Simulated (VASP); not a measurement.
Sn2PdSe5:

```xyz
8
Lattice="0.0000 4.9871 4.9871 4.9871 0.0000 4.9871 4.9871 4.9871 0.0000" Properties=species:S:1:pos:R:3 pbc="T T T"
Sn    0.0000    0.0000    0.0000
Sn    4.9871    4.9871    4.9871
Pd    7.4807    7.4807    7.4807
Se    6.2955    6.2955    6.2955
Se    3.6788    3.6788    6.2955
Se    3.6788    6.2955    3.6788
Se    6.2955    3.6788    3.6788
Se    2.4936    2.4936    2.4936
```

The cell was built from a structure type or drawn by symmetry, and may not be a known phase.

```yaml
Program: VASP 6.6.1
Task: relaxation of cell and atoms
Functional: PBE
Potentials_or_basis: VASP PAW PBE potentials, release 64 (Sn_d, Pd, Se)
Cutoff: 500 eV
k_mesh: 2 × 2 × 2
Occupations: gaussian, width 0.15 eV
Spin: no spin polarisation
```

At the start: pressure 22.2 GPa; volume 31.01 Å³/atom.

Task: Where does the relaxation end?

Result: Over 9 steps the energy falls by 691.3 meV/atom and the volume is 45.32 Å³/atom (+46.1 %); space group F-43m (No. 216, to 0.1 Å) before and after.

Step by step:
```tsv
step	energy change (eV)	largest force (eV/Å)	pressure (GPa)	volume (Å³)
1	0.0000	3.9360	22.16	248.08
2	-4.0166	1.4893	-2.17	436.17
3	-5.1400	1.8493	1.43	341.19
4	-5.1364	1.8942	0.82	349.23
5	-5.1414	1.8794	1.06	345.99
6	-5.4927	0.5269	-0.32	365.76
7	-5.5079	0.2882	-0.54	369.94
8	-5.5083	0.2406	-0.58	370.75
9	-5.5304	0.0034	-0.03	362.54
```

Final structure:
```
Sn Pd Se
1.0
     0.00000    5.65948    5.65948
     5.65948    0.00000    5.65948
     5.65948    5.65948    0.00000
Sn Pd Se
2 1 5
Cartesian
  0.0000 0.0000 0.0000
  5.6595 5.6595 5.6595
  8.4892 8.4892 8.4892
  7.1275 7.1275 7.1275
  4.1915 4.1915 7.1275
  4.1915 7.1275 4.1915
  7.1275 4.1915 4.1915
  2.8297 2.8297 2.8297
```

Caveat: the k points lie up to 0.48 Å⁻¹ apart in the final cell; the volume moved by over 15 % at a fixed basis, so the end points are rough.
